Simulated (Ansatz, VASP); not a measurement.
**One calculation of Si, two programs**

```
Si
1.0
    -2.37137    2.37137    1.30933
     2.37137   -2.37137    1.30933
     2.37137    2.37137   -1.30933
Si
2
Direct
  0.25000 0.75000 0.50000
  0.50000 0.50000 0.00000
```

Change from the starting cell: strain +0.000 along x and y, -0.015 along z, atoms carried along.

Alike in both runs: task single point; functional r2SCAN; k mesh 20 × 20 × 20; occupations gaussian, width 0.15 eV; no spin polarisation.

|  | VASP | Ansatz |
| --- | --- | --- |
| version | VASP 6.6.1 | Ansatz 0.2.0 |
| potentials or method | VASP PAW PBE potentials, release 64 (Si), cutoff 520 eV | scalar-relativistic, plane waves, PAW |
| valence electrons in the cell | 8 | 8 |

```csv
,VASP,Ansatz,Ansatz less VASP
gap on the k mesh at the Fermi level (eV),none,none,-
pressure (GPa),4.0,4.2,+0.12
"traceless stress, the component that is largest in VASP (GPa)",-0.09,-0.18,-0.092
```

VASP's potentials were made for PBE, not for r2SCAN. A gap of «none» marks a metal or a gap that the smearing closes.
